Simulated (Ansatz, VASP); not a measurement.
## One calculation of Mg3S2, two programs

```xyz
10
Lattice="3.6939 -0.0046 -0.0323 -1.8509 3.2170 0.0302 -0.1549 0.0780 17.5669" Properties=species:S:1:pos:R:3 pbc="T T T"
Mg   -0.1678    2.2083   14.7735
Mg    1.6525    1.1713    6.0093
Mg    1.8229    1.2554    3.1381
Mg   -0.1251    2.3811   11.6811
Mg   -1.6334    3.1205   -0.1642
Mg    3.4547    0.1391    8.8585
S     1.5666    1.0411   15.9131
S     0.1262    1.9830    7.0066
S     1.9006    1.1776   10.2293
S    -0.0791    1.9357    1.5956
```

Change from the starting cell: cell x1, atoms moved at random (sigma 0.15 Å) and cell strained at random (1.5 %), then relaxed without symmetry.

Alike in both runs: task relaxation of cell and atoms; functional PBE; k mesh 6 × 6 × 1; occupations gaussian, width 0.1 eV; no spin polarisation.

|  | VASP | Ansatz |
| --- | --- | --- |
| version | VASP 6.6.1 | Ansatz 0.2.0 |
| potentials or method | VASP PAW PBE potentials, release 64 (Mg, S), cutoff 600 eV | scalar-relativistic, plane waves, PAW |
| valence electrons in the cell | 36 | 84 |

```tsv
	VASP	Ansatz	Ansatz less VASP
gap on the k mesh at the Fermi level, each at its own relaxed structure (eV)	none	none	-
relaxed volume (Å³/atom)	19.98	19.98	+0.009
relaxed cell length with the largest relative difference (Å)	17.814	17.726	-0.0878
```

A gap of «none» marks a metal or a gap that the smearing closes. VASP's potentials hold 36 valence electrons a cell and Ansatz's 84, so a difference there can come from the potentials and not from the codes.
